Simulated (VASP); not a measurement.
Runs of VASP 6.6.1 on BaTiO3. It takes space group P4mm (No. 99, tetragonal). Conventional cell: a = 4.000 Å, b = 4.000 Å, c = 4.018 Å, α = 90.00°, β = 90.00°, γ = 90.00°. Within 3.7 Å of Ba (site symmetry 4mm) lie 12 O at 2.79 to 2.88 Å and 8 Ti at 3.45 to 3.49 Å. Within 2.5 Å of Ti (site symmetry 4mm) lie 6 O at 1.89 to 2.13 Å. Within 2.5 Å of O (site symmetry 4mm) lie 2 Ti at 1.89 to 2.13 Å. O (site symmetry 2mm) has 2 Ti at 2.00 Å and 4 Ba at 2.79 to 2.88 Å and 8 O at 2.83 to 2.84 Å within 2.9 Å. 

```csv
level,U,gap on the mesh (eV),pressure (GPa),largest force (eV/Å)
PBE+D3(BJ)+U,Ti d U = 6.0 eV,2.52,5.8,0.77
PBE+D3(BJ),-,1.77,0.8,0.28
PBE+D3(BJ)+U,Ti d U = 4.0 eV,(b),4.1,0.47
PBE+D3(BJ)+U,Ti d U = 2.0 eV,(a),2.5,0.17
```

Alike in all rows: task single point; potentials or basis VASP PAW PBE potentials, release 64 (Ba_sv, Ti_sv, O); no spin polarisation; cell as given; k mesh 6 × 6 × 6; cutoff (eV) 520; smearing gaussian 0.01 eV.

**Question.** Estimate the missing entries.

**Answer.** (a) 2.00; (b) 2.25.

Caveats: spin-orbit coupling is left out, which moves the levels of the heavy elements; the cell stands under pressure (at least some runs).

A k mesh can miss the band edges, and the runs leave out spin-orbit coupling on Ba.
